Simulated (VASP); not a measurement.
# ZnCF6 (Fm-3m) in VASP: single point with PBE

Aim: the single point of ZnCF6 with PBE.

All numbers are computed with VASP 6.6.1; they aren't measurements. Logs are shortened: lines on timing, memory, paths and dates and some standing lists are left out, and cuts for length are marked.

## 1. The cell of the first run

Symmetry: Fm-3m, No. 225, cubic system. Conventional cell: a = 7.223 Å, b = 7.223 Å, c = 7.223 Å, α = 90.00°, β = 90.00°, γ = 90.00°. Within 2.7 Å of Zn (site symmetry m-3m) lie 6 F at 2.04 Å. C (site symmetry m-3m) has 6 F at 1.57 Å within 2.1 Å. Within 2.1 Å of F (site symmetry 4mm) lie 1 C at 1.57 Å and 1 Zn at 2.04 Å.

## 2. Single point, PBE

Contents of POSCAR:

```
ZnCF6
1.0
    0.0000000000      3.6115512542      3.6115512542
    3.6115512542      0.0000000000      3.6115512542
    3.6115512542      3.6115512542      0.0000000000
Zn C F
1 1 6
Direct
    0.5000000000      0.5000000000      0.5000000000
    0.0000000000      0.0000000000      0.0000000000
    0.2169169743      0.2169169743      0.7830830257
    0.7830830257      0.7830830257      0.2169169743
    0.7830830257      0.2169169743      0.2169169743
    0.2169169743      0.7830830257      0.7830830257
    0.2169169743      0.7830830257      0.2169169743
    0.7830830257      0.2169169743      0.7830830257
```

Contents of INCAR.step1:

```
SYSTEM = ZnCF6
PREC     = Accurate       ! precision mode
ENCUT    = 520            ! plane-wave cutoff, eV
EDIFF    = 1E-6           ! SCF threshold, eV
ISMEAR   = 0              ! smearing method
SIGMA    = 0.02           ! smearing width, eV
LREAL    = .False.        ! projectors in reciprocal space
LASPH    = .True.         ! aspherical terms in the spheres
NELM     = 100            ! most SCF steps
ALGO     = Normal         ! electronic algorithm
ISIF     = 2              ! what is computed and relaxed
LWAVE    = .False.        ! write WAVECAR
LCHARG   = .True.         ! write CHGCAR
GGA      = PE             ! functional
NBANDS   = 39             ! bands
```

Contents of KPOINTS.step1:

```
regular mesh
0
Gamma
  6 6 6
  0 0 0
```

Contents of INCAR.step2:

```
SYSTEM = ZnCF6
PREC     = Accurate       ! precision mode
ENCUT    = 520            ! plane-wave cutoff, eV
EDIFF    = 1E-6           ! SCF threshold, eV
ISMEAR   = -5             ! smearing method
SIGMA    = 0.02           ! smearing width, eV
LREAL    = .False.        ! projectors in reciprocal space
LASPH    = .True.         ! aspherical terms in the spheres
NELM     = 100            ! most SCF steps
ALGO     = Normal         ! electronic algorithm
ISIF     = 2              ! what is computed and relaxed
LWAVE    = .False.        ! write WAVECAR
LCHARG   = .False.        ! write CHGCAR
GGA      = PE             ! functional
LORBIT   = 10             ! projections on sites
NEDOS    = 2001           ! points of the DOS
ICHARG   = 11             ! starting density
```

Contents of KPOINTS.step2:

```
regular mesh
0
Gamma
  9 9 9
  0 0 0
```

Potentials or basis: VASP PAW PBE potentials, release 64 (Zn, C, F).

On the command line:

```sh
cat potpaw_PBE.64/Zn/POTCAR potpaw_PBE.64/C/POTCAR potpaw_PBE.64/F/POTCAR > POTCAR
cp INCAR.step1 INCAR
cp KPOINTS.step1 KPOINTS
mpirun -np 1 vasp_std > vasp.out
cp INCAR.step2 INCAR
cp KPOINTS.step2 KPOINTS
mpirun -np 1 vasp_std > vasp.out
```

OUTCAR:

```text
SYSTEM = ZnCF6
   PREC = Accurate
   ENCUT = 520
   EDIFF = 1E-6
   ISMEAR = -5
   LREAL = .False.
   LASPH = .True.
   NELM = 100
   ISIF = 2
   GGA = PE
   LORBIT = 10
   ICHARG = 11

 ion  position               nearest neighbor table
   1  0.500  0.500  0.500-   3 2.04   4 2.04   5 2.04   6 2.04   7 2.04   8 2.04
   2  0.000  0.000  0.000-   3 1.57   4 1.57   5 1.57   6 1.57   7 1.57   8 1.57
   3  0.217  0.217  0.783-   2 1.57   1 2.04
   4  0.783  0.783  0.217-   2 1.57   1 2.04
   5  0.783  0.217  0.217-   2 1.57   1 2.04
   6  0.217  0.783  0.783-   2 1.57   1 2.04
   7  0.217  0.783  0.217-   2 1.57   1 2.04
   8  0.783  0.217  0.783-   2 1.57   1 2.04

  LATTYP: Found a face centered cubic cell.
 ALAT       =     7.2231025084

  Lattice vectors:

 A1 = (   0.0000000000,   3.6115512542,   3.6115512542)
 A2 = (   3.6115512542,   0.0000000000,   3.6115512542)
 A3 = (   3.6115512542,   3.6115512542,   0.0000000000)

Analysis of symmetry for initial positions (statically):
=====================================================================
 Subroutine PRICEL returns:
 Original cell was already a primitive cell.

 Routine SETGRP: Setting up the symmetry group for a
 face centered cubic supercell.

 Subroutine GETGRP returns: Found 48 space group operations
 (whereof 48 operations were pure point group operations)
 out of a pool of 48 trial point group operations.

The static configuration has the point symmetry O_h .

Analysis of symmetry for dynamics (positions and initial velocities):
=====================================================================
 Subroutine PRICEL returns:
 Original cell was already a primitive cell.

 Routine SETGRP: Setting up the symmetry group for a
 face centered cubic supercell.

 Subroutine GETGRP returns: Found 48 space group operations
 (whereof 48 operations were pure point group operations)
 out of a pool of 48 trial point group operations.

The dynamic configuration has the point symmetry O_h .

 Subroutine INISYM returns: Found 48 space group operations
 (whereof 48 operations are pure point group operations),
 and found     1 'primitive' translations

----------------------------------------------------------------------------------------

                                     Primitive cell

  volume of cell :      94.2131

  direct lattice vectors                    reciprocal lattice vectors
     0.000000000  3.611551254  3.611551254    -0.138444664  0.138444664  0.138444664
     3.611551254  0.000000000  3.611551254     0.138444664 -0.138444664  0.138444664
     3.611551254  3.611551254  0.000000000     0.138444664  0.138444664 -0.138444664

  length of vectors
     5.107504765  5.107504765  5.107504765     0.239793192  0.239793192  0.239793192

  position of ions in fractional coordinates (direct lattice)
     0.500000000  0.500000000  0.500000000
     0.000000000  0.000000000  0.000000000
     0.216916974  0.216916974  0.783083026
     0.783083026  0.783083026  0.216916974
     0.783083026  0.216916974  0.216916974
     0.216916974  0.783083026  0.783083026
     0.216916974  0.783083026  0.216916974
     0.783083026  0.216916974  0.783083026

  ion indices of the primitive-cell ions
   primitive index   ion index
                 1           1
                 2           2
                 3           3
                 4           4
                 5           5
                 6           6
                 7           7
                 8           8

----------------------------------------------------------------------------------------

 KPOINTS: regular mesh

Automatic generation of k-mesh.
 Grid dimensions read from file:
 generate k-points for:    9    9    9

 Generating k-lattice:

  Cartesian coordinates                     Fractional coordinates (reciprocal lattice)
    -0.015382740  0.015382740  0.015382740     0.111111111  0.000000000  0.000000000
     0.015382740 -0.015382740  0.015382740     0.000000000  0.111111111  0.000000000
     0.015382740  0.015382740 -0.015382740     0.000000000  0.000000000  0.111111111

  Length of vectors
     0.026643688  0.026643688  0.026643688

  Shift w.r.t. Gamma in fractional coordinates (k-lattice)
     0.000000000  0.000000000  0.000000000

 TETIRR: Found    115 inequivalent tetrahedra from     4374

 Subroutine IBZKPT returns following result:
 ===========================================

 Found     35 irreducible k-points:

 Following reciprocal coordinates:
            Coordinates               Weight
  0.000000  0.000000  0.000000      1.000000
  0.111111  0.000000  0.000000      8.000000
  0.222222  0.000000  0.000000      8.000000
  0.333333  0.000000  0.000000      8.000000
  0.444444  0.000000  0.000000      8.000000
  0.111111  0.111111  0.000000      6.000000
[... 16 lines left out ...]
 -0.333333  0.333333  0.000000     12.000000
  0.444444  0.444444  0.000000      6.000000
 [... further k-points ...]
   k-points           NKPTS =     35   k-points in BZ     NKDIM =     35   number of bands    NBANDS=     34
   number of dos      NEDOS =   2001   number of ions     NIONS =      8
   total plane-waves  NPLWV =  64000
   dimension x,y,z NGX =    40 NGY =   40 NGZ =   40
   dimension x,y,z NGXF=    80 NGYF=   80 NGZF=   80
   ions per type =               1   1   6
   NGX,Y,Z   is equivalent  to a cutoff of  13.02, 13.02, 13.02 a.u.
   NGXF,Y,Z  is equivalent  to a cutoff of  26.04, 26.04, 26.04 a.u.
 SYSTEM =  ZnCF6
   PREC   = accura    normal or accurate (medium, high low for compatibility)
   ISTART =      0    job   : 0-new  1-cont  2-samecut
   ICHARG =     11    charge: 1-file 2-atom 10-const
   ISPIN  =      1    spin polarized calculation?
   LNONCOLLINEAR =      F non collinear calculations
   LSORBIT =      F    spin-orbit coupling
   LASPH  =      T    aspherical Exc in radial PAW
   ENCUT  =  520.0 eV  38.22 Ry    6.18 a.u.   9.50  9.50  9.50*2*pi/ulx,y,z
   NELM   =    100;   NELMIN=  2; NELMDL=  0     # of ELM steps
   EDIFF  = 0.1E-05   stopping-criterion for ELM
   LREAL  =      F    real-space projection
   EDIFFG = 0.1E-04   stopping-criterion for IOM
   NSW    =      0    number of steps for IOM
   IBRION =     -1    ionic relax: 0-MD 1-quasi-New 2-CG
   NFREE  =      0    steps in history (QN), initial steepest desc. (CG)
   ISIF   =      2    stress and relaxation
   ISYM   =      2    0-nonsym 1-usesym 2-fastsym
   POTIM  = 0.5000    time-step for ionic-motion
   TEBEG  =    0.0;   TEEND  =   0.0 temperature during run
   PSTRESS=    0.0 pullay stress
   NELECT =      58.0000    total number of electrons
   NUPDOWN=      -1.0000    fix difference up-down
   EMIN   =  10.00;   EMAX   =-10.00  energy-range for DOS
   EFERMI =   0.00;   METHOD = LEGACY
   ISMEAR =    -5;   SIGMA  =   0.02  broadening in eV -4-tet -1-fermi 0-gaus
   EFERMI_NEDOS =   21; number of points for ismear=-14 and -15
   IALGO  =     38    algorithm
   IMIX   =      4    mixing-type and parameters
     AMIX     =   0.40;   BMIX     =  1.00
     AMIX_MAG =   1.60;   BMIX_MAG =  1.00
  volume/ion in A,a.u.               =      11.78        79.47
  Fermi-wavevector in a.u.,A,eV,Ry     =   1.392666  2.631758 26.388761  1.939519
  Thomas-Fermi vector in A             =   2.516387
   LORBIT       =     10    0 simple, 1 ext, 2 COOP (PROOUT), +10 PAW based schemes
   GGA     = PE    functional components
   LHFCALC =     F    Hartree Fock is set to
   AEXX    =    0.0000 exact exchange contribution
   IVDW    =     0    specifies the selected vdW correction
   LEPSILON=     F    determine dielectric tensor
   LRPA    =     F    only Hartree local field effects (RPA)
 non-spin polarized calculation
 Fermi weights with tetrahedron method with Bloechl corrections
  energy-cutoff  :      520.00
  volume of cell :       94.21
 maximum number of plane-waves:      2637
 NGX is ok and might be reduce to    40

 number of electron      58.0000035 magnetization

 Free energy of the ion-electron system (eV)
  ---------------------------------------------------
  ext. energy  EPLUGINS =         0.00000000
  ---------------------------------------------------
  free energy    TOTEN  =       -31.03686924 eV

  energy without entropy =      -31.03686924  energy(sigma->0) =      -31.03686924

 E-fermi :  -2.4448     XC(G=0):  -9.1777

 val. band max:       -2.4544544121   @ k =   0.0000   0.0000   0.0000
 cond. band min:       0.3353325767   @ k =   0.0000   0.0000   0.0000
 fundamental gap:      2.7897869889
 Fermi energy:        -2.4448187337

 k-point     1 :       0.0000    0.0000    0.0000
  band No.  band energies     occupation
      1     -26.1975      2.00000
      2     -23.9548      2.00000
      3     -23.9548      2.00000
      4     -23.9548      2.00000
      5     -22.8985      2.00000
      6     -22.8985      2.00000
[... 26 lines left out ...]
     33       5.6169      0.00000
     34       6.4047      0.00000

 k-point     2 :       0.1111    0.0000    0.0000
  band No.  band energies     occupation
      1     -26.1844      2.00000
      2     -23.9765      2.00000
      3     -23.9507      2.00000
      4     -23.9507      2.00000
      5     -22.9035      2.00000
      6     -22.9035      2.00000
[... 26 lines left out ...]
     33       5.7662      0.00000
     34       6.5544      0.00000
[... 775 lines left out ...]
     33       6.8465      0.00000
     34       7.9804      0.00000

 k-point    24 :       0.4444    0.4444    0.0000
  band No.  band energies     occupation
      1     -26.0647      2.00000
      2     -23.9990      2.00000
      3     -23.9741      2.00000
      4     -23.9741      2.00000
      5     -23.1171      2.00000
      6     -22.8849      2.00000
[... 26 lines left out ...]
     33       6.1284      0.00000
     34       6.8307      0.00000

 [... further k-points ...]
[... 5 lines left out ...]
  --------------------------------------------------------------------------------------
  -------------------------------------------------------------------------------------
  Total        0.1571391      0.1571391      0.1571391     -0.0000000      0.0000000     -0.0000000
  in kB        2.6722887      2.6722887      2.6722887     -0.0000000      0.0000000     -0.0000000
  external PRESSURE =       2.6722887 kB  Pullay stress =       0.0000000 kB

 VOLUME and BASIS-vectors are now :
 -----------------------------------------------------------------------------
  energy-cutoff  :      520.00
  volume of cell :       94.21
      direct lattice vectors                 reciprocal lattice vectors
     0.000000000  3.611551254  3.611551254    -0.138444664  0.138444664  0.138444664
     3.611551254  0.000000000  3.611551254     0.138444664 -0.138444664  0.138444664
     3.611551254  3.611551254  0.000000000     0.138444664  0.138444664 -0.138444664

 POSITION                                       TOTAL-FORCE (eV/Angst)
 -----------------------------------------------------------------------------------
      3.61155      3.61155      3.61155        -0.000000      0.000000      0.000000
      0.00000      0.00000      0.00000        -0.000000      0.000000      0.000000
      3.61155      3.61155      1.56681        -0.000000      0.000000      0.055133
      3.61155      3.61155      5.65629        -0.000000      0.000000     -0.055133
      1.56681      3.61155      3.61155         0.055133      0.000000      0.000000
      5.65629      3.61155      3.61155        -0.055133      0.000000      0.000000
      3.61155      1.56681      3.61155        -0.000000      0.055133      0.000000
      3.61155      5.65629      3.61155        -0.000000     -0.055133      0.000000
 -----------------------------------------------------------------------------------
    total drift:                               -0.000000     -0.000000      0.000000

  FREE ENERGIE OF THE ION-ELECTRON SYSTEM (eV)
  ---------------------------------------------------
  free  energy   TOTEN  =       -31.0368692375 eV

  energy  without entropy=      -31.0368692375  energy(sigma->0) =      -31.03686924

 total charge

# of ion       s       p       d       tot
------------------------------------------
    1        0.269   0.287   9.918  10.474
    2        0.717   1.180   0.000   1.897
    3        1.744   4.351   0.000   6.095
    4        1.744   4.351   0.000   6.095
    5        1.744   4.351   0.000   6.095
    6        1.744   4.351   0.000   6.095
    7        1.744   4.351   0.000   6.095
    8        1.744   4.351   0.000   6.095
--------------------------------------------------
tot         11.449  27.576   9.918  48.943
```

It took 59 s on 1 thread of Intel Xeon 6975P-C (Granite Rapids), shared host; peak memory 0.27 GiB.

Results:

```yaml
Valence_electrons_inside_the_program's_atomic_spheres: Zn 10.47; C 1.90; F 6.09
```
